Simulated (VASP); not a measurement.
A run of VASP 6.6.1 is set up as follows.

Contents of INCAR:

```
SYSTEM = MgO
ALGO     = Normal         ! electronic algorithm
EDIFF    = 1E-6           ! SCF threshold, eV
ENCUT    = 520            ! plane-wave cutoff, eV
GGA      = PS             ! functional
ISIF     = 2              ! what is computed and relaxed
ISMEAR   = 0              ! smearing method
LASPH    = .TRUE.         ! aspherical terms in the spheres
LCHARG   = .FALSE.        ! write CHGCAR
LREAL    = .FALSE.        ! projectors in reciprocal space
LWAVE    = .FALSE.        ! write WAVECAR
NBANDS   = 11             ! bands
NELM     = 80             ! most SCF steps
PREC     = Accurate       ! precision mode
SIGMA    = 0.05           ! smearing width, eV
```

File KPOINTS:

```
k-points
0
G
  10 10 10
  0 0 0
```

The input POSCAR:

```
MgO
1.0
    0.0000000000      2.1351500000      2.1351500000
    2.1351500000      0.0000000000      2.1351500000
    2.1351500000      2.1351500000      0.0000000000
Mg O
1 1
Direct
    0.0000000000      0.0000000000      0.0000000000
    0.4297473245      0.4297473245      0.4709003890
```

Potentials or basis: VASP PAW PBE potentials, release 64 (Mg, O).

The run is started by

```bash
$ cat potpaw_PBE.64/Mg/POTCAR potpaw_PBE.64/O/POTCAR > POTCAR
$ mpirun -np 1 vasp_std > vasp.out
```

Question: Predict the band gap on the k mesh.

Answer: 4.10 eV, direct.

Question: What does it give for the pressure?

Answer: 8.1 GPa.

Question: Estimate the largest force.

Answer: 1.981 eV/Å.

Stress tensor (GPa, compression positive):
```
 3.27 -1.73 -3.64
-1.73  3.27 -3.64
-3.64 -3.64 17.91
```

Caveat: the cell differs from its parent crystal (atom 2 (O) moved by (-0.300, -0.300) A along [1 1 0] and z); the PAW data sets were made with another functional, which shifts forces and pressure a little.
